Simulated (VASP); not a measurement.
# ScAl (Pm-3m) in VASP: a series of runs

The runs below take ScAl through single point, with PBEsol.

Everything below comes from runs of VASP 6.6.1. Logs are shortened: lines on timing, memory, paths and dates and some standing lists are left out, and cuts for length are marked.

## Step 1: The cell of the first run

Symmetry: Pm-3m, No. 221, cubic system. The conventional cell has a = 3.370 Å, b = 3.370 Å, c = 3.370 Å, α = 90.00°, β = 90.00°, γ = 90.00°. Sc (site symmetry m-3m) has 8 Al at 2.92 Å and 6 Sc at 3.37 Å within 3.8 Å. Al (site symmetry m-3m) has 8 Sc at 2.92 Å and 6 Al at 3.37 Å within 3.8 Å.

## Step 2: Single point, PBEsol

Input file INCAR:

```
PREC = Accurate
ENCUT = 520
EDIFF = 1E-6
ISMEAR = 0
SIGMA = 0.1
LREAL = False
LASPH = True
NELM = 60
ALGO = Normal
ISIF = 2
LWAVE = False
LCHARG = False
GGA = PS
NBANDS = 14
```

Input file KPOINTS:

```
Automatic mesh
0
Gamma
  2 2 2
```

Input file POSCAR:

```
ScAl
1.0
    3.3703489700      0.0000000000      0.0000000000
    0.0000000000      3.3703489700      0.0000000000
    0.0000000000      0.0000000000      3.3703489700
Sc Al
1 1
Direct
    0.5000000000      0.5000000000      0.5000000000
    0.0000000000      0.0000000000      0.0000000000
```

Potentials or basis: VASP PAW PBE potentials, release 64 (Sc_sv, Al).

Started as:

```bash
cat potpaw_PBE.64/Sc_sv/POTCAR potpaw_PBE.64/Al/POTCAR > POTCAR
mpirun -np 1 vasp_std > vasp.out
```

OUTCAR:

```text
PREC = Accurate
   ENCUT = 520
   EDIFF = 1E-6
   ISMEAR = 0
   LREAL = False
   LASPH = True
   NELM = 60
   ISIF = 2
   GGA = PS

 ion  position               nearest neighbor table
   1  0.500  0.500  0.500-   2 2.92   2 2.92   2 2.92   2 2.92   2 2.92   2 2.92   2 2.92   2 2.92

   2  0.000  0.000  0.000-   1 2.92   1 2.92   1 2.92   1 2.92   1 2.92   1 2.92   1 2.92   1 2.92

  LATTYP: Found a simple cubic cell.
 ALAT       =     3.3703489700

  Lattice vectors:

 A1 = (   3.3703489700,   0.0000000000,   0.0000000000)
 A2 = (   0.0000000000,   3.3703489700,   0.0000000000)
 A3 = (   0.0000000000,   0.0000000000,   3.3703489700)

Analysis of symmetry for initial positions (statically):
=====================================================================
 Subroutine PRICEL returns:
 Original cell was already a primitive cell.

 Routine SETGRP: Setting up the symmetry group for a
 simple cubic supercell.

 Subroutine GETGRP returns: Found 48 space group operations
 (whereof 48 operations were pure point group operations)
 out of a pool of 48 trial point group operations.

The static configuration has the point symmetry O_h .

Analysis of symmetry for dynamics (positions and initial velocities):
=====================================================================
 Subroutine PRICEL returns:
 Original cell was already a primitive cell.

 Routine SETGRP: Setting up the symmetry group for a
 simple cubic supercell.

 Subroutine GETGRP returns: Found 48 space group operations
 (whereof 48 operations were pure point group operations)
 out of a pool of 48 trial point group operations.

The dynamic configuration has the point symmetry O_h .

 Subroutine INISYM returns: Found 48 space group operations
 (whereof 48 operations are pure point group operations),
 and found     1 'primitive' translations

----------------------------------------------------------------------------------------

                                     Primitive cell

  volume of cell :      38.2846

  direct lattice vectors                    reciprocal lattice vectors
     3.370348970  0.000000000  0.000000000     0.296705181  0.000000000  0.000000000
     0.000000000  3.370348970  0.000000000     0.000000000  0.296705181  0.000000000
     0.000000000  0.000000000  3.370348970     0.000000000  0.000000000  0.296705181

  length of vectors
     3.370348970  3.370348970  3.370348970     0.296705181  0.296705181  0.296705181

  position of ions in fractional coordinates (direct lattice)
[... 70 lines left out ...]
   NUPDOWN=      -1.0000    fix difference up-down
   EMIN   =  10.00;   EMAX   =-10.00  energy-range for DOS
   EFERMI =   0.00;   METHOD = LEGACY
   ISMEAR =     0;   SIGMA  =   0.10  broadening in eV -4-tet -1-fermi 0-gaus
   EFERMI_NEDOS =   21; number of points for ismear=-14 and -15
   IALGO  =     38    algorithm
   IMIX   =      4    mixing-type and parameters
     AMIX     =   0.40;   BMIX     =  1.00
     AMIX_MAG =   1.60;   BMIX_MAG =  1.00
  volume/ion in A,a.u.               =      19.14       129.18
  Fermi-wavevector in a.u.,A,eV,Ry     =   1.170692  2.212287 18.647052  1.370520
  Thomas-Fermi vector in A             =   2.307147
   LORBIT       =      0    0 simple, 1 ext, 2 COOP (PROOUT), +10 PAW based schemes
   GGA     = PS    functional components
   LHFCALC =     F    Hartree Fock is set to
   AEXX    =    0.0000 exact exchange contribution
   IVDW    =     0    specifies the selected vdW correction
   LEPSILON=     F    determine dielectric tensor
   LRPA    =     F    only Hartree local field effects (RPA)
 non-spin polarized calculation
 Gauss-broadening in eV      SIGMA  =   0.10
  energy-cutoff  :      520.00
  volume of cell :       38.28
 maximum number of plane-waves:      1064
 NGX is ok and might be reduce to    28
   NGX = 13   NGY = 13   NGZ = 13

 number of electron      14.0000002 magnetization

 Free energy of the ion-electron system (eV)
  ---------------------------------------------------
  ext. energy  EPLUGINS =         0.00000000
  ---------------------------------------------------
  free energy    TOTEN  =       -12.05550783 eV

  energy without entropy =      -12.05115714  energy(sigma->0) =      -12.05333248

 E-fermi :   5.3614     XC(G=0): -10.4314

 val. band max:        5.2269257583   @ k =   0.0000   0.0000   0.0000
 cond. band min:       5.4729518297   @ k =   0.5000   0.5000   0.5000
 fundamental gap:      0.2460260714
 Fermi energy:         5.3613878642

 k-point     1 :       0.0000    0.0000    0.0000
  band No.  band energies     occupation
      1     -43.4862      2.00000
      2     -22.1414      2.00000
      3     -22.1414      2.00000
      4     -22.1414      2.00000
      5      -2.5066      2.00000
      6       5.2269      1.94277
      7       5.2269      1.94277
      8       8.5342      0.00000
      9       8.5342      0.00000
     10       8.5342      0.00000
     11       9.6756      0.00000
     12       9.6756      0.00000
     13       9.6756      0.00000
     14      14.5113      0.00000
[... 37 lines left out ...]
      1     -43.4433      2.00000
      2     -22.2702      2.00000
      3     -22.2702      2.00000
      4     -22.2702      2.00000
      5       3.3837      2.00000
      6       3.3837      2.00000
      7       3.3837      2.00000
      8       5.4730      0.11462
      9       8.8519      0.00000
     10       8.8519      0.00000
     11       8.8519      0.00000
     12       9.5668      0.00000
     13       9.5668      0.00000
     14      12.5612      0.00000

------------------------ aborting loop because EDIFF is reached ----------------------------------------

  FORCE on cell =-STRESS in cart. coord.  units (eV):
  Direction    XX          YY          ZZ          XY          YZ          ZX
  --------------------------------------------------------------------------------------
  -------------------------------------------------------------------------------------
  Total       -0.3837907     -0.3837907     -0.3837907     -0.0000000     -0.0000000     -0.0000000
  in kB      -16.0612903    -16.0612903    -16.0612903     -0.0000000     -0.0000000     -0.0000000
  external PRESSURE =     -16.0612903 kB  Pullay stress =       0.0000000 kB

 VOLUME and BASIS-vectors are now :
 -----------------------------------------------------------------------------
  energy-cutoff  :      520.00
  volume of cell :       38.28
      direct lattice vectors                 reciprocal lattice vectors
     3.370348970  0.000000000  0.000000000     0.296705181  0.000000000  0.000000000
     0.000000000  3.370348970  0.000000000     0.000000000  0.296705181  0.000000000
     0.000000000  0.000000000  3.370348970     0.000000000  0.000000000  0.296705181

 POSITION                                       TOTAL-FORCE (eV/Angst)
 -----------------------------------------------------------------------------------
      1.68517      1.68517      1.68517         0.000000      0.000000      0.000000
      0.00000      0.00000      0.00000         0.000000      0.000000      0.000000
 -----------------------------------------------------------------------------------
    total drift:                                0.000000      0.000000      0.000000

  FREE ENERGIE OF THE ION-ELECTRON SYSTEM (eV)
  ---------------------------------------------------
  free  energy   TOTEN  =       -12.0555078302 eV

  energy  without entropy=      -12.0511571362  energy(sigma->0) =      -12.05333248
```

Wall time 8.7 s (1 thread of Intel Xeon 8259CL, shared host); peak memory 0.15 GiB.

Results:

```
Free energy            : -12.0555 eV
Pressure               : -1.6 GPa
Band gap on the k mesh : zero (band 7 reaches 6.14 eV, above the bottom of band 8 at 5.08 eV)
```

Levels at points of the mesh, in eV from the Fermi level:
| k point | band 3 | band 4 | band 5 | band 6 | band 7 | band 8 | band 9 | band 10 | band 11 | band 12 |
| --- | --- | --- | --- | --- | --- | --- | --- | --- | --- | --- |
| (0.00, 0.00, 0.00) | -27.50 | -27.50 | -7.87 | -0.13 | -0.13 | 3.17 | 3.17 | 3.17 | 4.31 | 4.31 |
| (0.50, 0.00, 0.00) | -27.49 | -27.49 | -5.09 | -3.96 | 0.78 | 1.29 | 1.29 | 3.40 | 4.26 | 6.65 |
| (0.50, 0.50, 0.00) | -27.65 | -27.47 | -4.13 | -1.26 | -1.26 | -0.28 | 2.02 | 2.02 | 4.14 | 5.36 |
| (0.50, 0.50, 0.50) | -27.63 | -27.63 | -1.98 | -1.98 | -1.98 | 0.11 | 3.49 | 3.49 | 3.49 | 4.21 |

Caveat: the k points lie up to 0.93 Å⁻¹ apart; the PAW data sets were made with another functional, which shifts forces and pressure a little.

## Step 3: Single point, PBEsol

Input file INCAR:

```
ALGO = Fast
EDIFF = 1E-6
ENCUT = 520
GGA = PS
ISIF = 2
ISMEAR = 0
LASPH = True
LCHARG = False
LREAL = False
LWAVE = False
NBANDS = 14
NELM = 100
PREC = Accurate
SIGMA = 0.1
```

Input file KPOINTS:

```
k-points
0
Gamma
  4 4 4
```

POSCAR is that of step 2.

Potentials or basis: VASP PAW PBE potentials, release 64 (Sc_sv, Al).

Started as:

```bash
cat potpaw_PBE.64/Sc_sv/POTCAR potpaw_PBE.64/Al/POTCAR > POTCAR
mpirun -np 1 vasp_std > vasp.out
```

It took 14 s on 1 thread of Intel Xeon 8259CL, shared host; peak memory 0.15 GiB.

Results (log left out):

| Item | Value |
| --- | --- |
| Free energy | -11.6481 eV |
| Pressure | -1.2 GPa |
| Band gap on the k mesh | zero (band 7 reaches 6.17 eV, above the bottom of band 8 at 5.09 eV) |

Levels at points of the mesh, in eV from the Fermi level:
```csv
k point,band 3,band 4,band 5,band 6,band 7,band 8,band 9,band 10,band 11,band 12
"(0.00, 0.00, 0.00)",-27.76,-27.76,-8.20,-0.47,-0.47,2.87,2.87,2.87,4.01,4.01
"(0.50, 0.00, 0.00)",-27.74,-27.74,-5.39,-4.31,0.45,0.98,0.98,3.10,3.98,6.31
"(0.50, 0.50, 0.00)",-27.91,-27.73,-4.44,-1.59,-1.59,-0.64,1.71,1.71,3.85,5.10
"(0.50, 0.50, 0.50)",-27.89,-27.89,-2.31,-2.31,-2.31,-0.14,3.13,3.13,3.13,3.92
```

Caveat: the k points lie up to 0.47 Å⁻¹ apart; the PAW data sets were made with another functional, which shifts forces and pressure a little.

## Step 4: Single point, PBEsol

Input file INCAR:

```
  PREC = Accurate
  ENCUT = 520
  EDIFF = 1E-7
  ISMEAR = 0
  SIGMA = 0.1
  LREAL = False
  LASPH = True
  NELM = 60
  ALGO = Normal
  ISIF = 2
  LWAVE = False
  LCHARG = False
  GGA = PS
  NBANDS = 14
```

Input file KPOINTS:

```
Automatic mesh
0
Gamma
  6 6 6
  0.5 0.5 0.5
```

POSCAR is that of step 3.

Started as:

```bash
cat potpaw_PBE.64/Sc_sv/POTCAR potpaw_PBE.64/Al/POTCAR > POTCAR
mpirun -np 1 vasp_std > vasp.out
```

Run time: 12 s. Hardware: 1 thread of Intel Xeon 8259CL, shared host; peak memory 0.15 GiB.

The run converged. Its results:

```yaml
Free_energy: -11.6224 eV
Pressure: -1.6 GPa
Band_gap_on_the_k_mesh: zero (band 7 reaches 6.08 eV, above the bottom of band 8 at 5.88 eV)
```

Levels at points of the mesh, in eV from the Fermi level:
```csv
k point,band 3,band 4,band 5,band 6,band 7,band 8,band 9,band 10,band 11,band 12
"(0.08, 0.08, 0.08)",-27.93,-27.93,-8.17,-0.73,-0.73,1.79,2.30,2.30,4.06,4.06
```

Caveat: the PAW data sets were made with another functional, which shifts forces and pressure a little.

## Step 5: Single point, PBEsol

Input file INCAR:

```
SYSTEM = ScAl
PREC = Accurate ; ENCUT = 520
EDIFF = 1E-7 ; ISMEAR = 0
SIGMA = 0.01 ; LREAL = .False.
LASPH = .True. ; NELM = 60
ALGO = Normal ; ISIF = 2
LWAVE = .False. ; LCHARG = .True.
GGA = PS ; LELF = .True.
LVHAR = .True. ; NBANDS = 14
```

Input file KPOINTS:

```
Automatic mesh
0
Gamma
  6 6 6
  0 0 0
```

POSCAR is that of step 4.

Started as:

```bash
cat potpaw_PBE.64/Sc_sv/POTCAR potpaw_PBE.64/Al/POTCAR > POTCAR
mpirun -np 1 vasp_std > vasp.out
```

It took 24 s on 1 thread of Intel Xeon 8259CL, shared host; peak memory 0.16 GiB.

The run converged. Its results:

```yaml
Free_energy: -11.6133 eV
Pressure: -1.7 GPa
Band_gap_on_the_k_mesh: zero (band 7 reaches 6.24 eV, above the bottom of band 8 at 5.13 eV)
```

Levels at points of the mesh, in eV from the Fermi level:
| k point | band 4 | band 5 | band 6 | band 7 | band 8 | band 9 | band 10 | band 11 |
| --- | --- | --- | --- | --- | --- | --- | --- | --- |
| (0.00, 0.00, 0.00) | -27.95 | -8.51 | -0.73 | -0.73 | 2.66 | 2.66 | 2.66 | 3.68 |
| (0.50, 0.00, 0.00) | -27.93 | -5.72 | -4.61 | 0.21 | 0.73 | 0.73 | 2.89 | 3.76 |
| (0.50, 0.50, 0.00) | -27.92 | -4.76 | -1.90 | -1.90 | -0.90 | 1.48 | 1.48 | 3.65 |
| (0.50, 0.50, 0.50) | -28.08 | -2.60 | -2.60 | -2.60 | -0.50 | 2.84 | 2.84 | 2.84 |

Caveat: the PAW data sets were made with another functional, which shifts forces and pressure a little.

## Step 6: Overview

```csv
k mesh,smearing,gap on the mesh (eV),pressure (GPa)
2 × 2 × 2,gaussian 0.1 eV,none,-1.6
4 × 4 × 4,gaussian 0.1 eV,none,-1.2
"6 × 6 × 6, shifted",gaussian 0.1 eV,none,-1.6
6 × 6 × 6,gaussian 0.01 eV,none,-1.7
```

Alike in all rows: task single point; level PBEsol; potentials or basis VASP PAW PBE potentials, release 64 (Sc_sv, Al); no spin polarisation; cell as given; cutoff (eV) 520.

Caveats: some runs use coarse meshes; the PAW data sets were made with another functional, which shifts forces and pressure a little.

Total energies depend on the potentials used, so only differences within one code and one set of settings carry meaning.
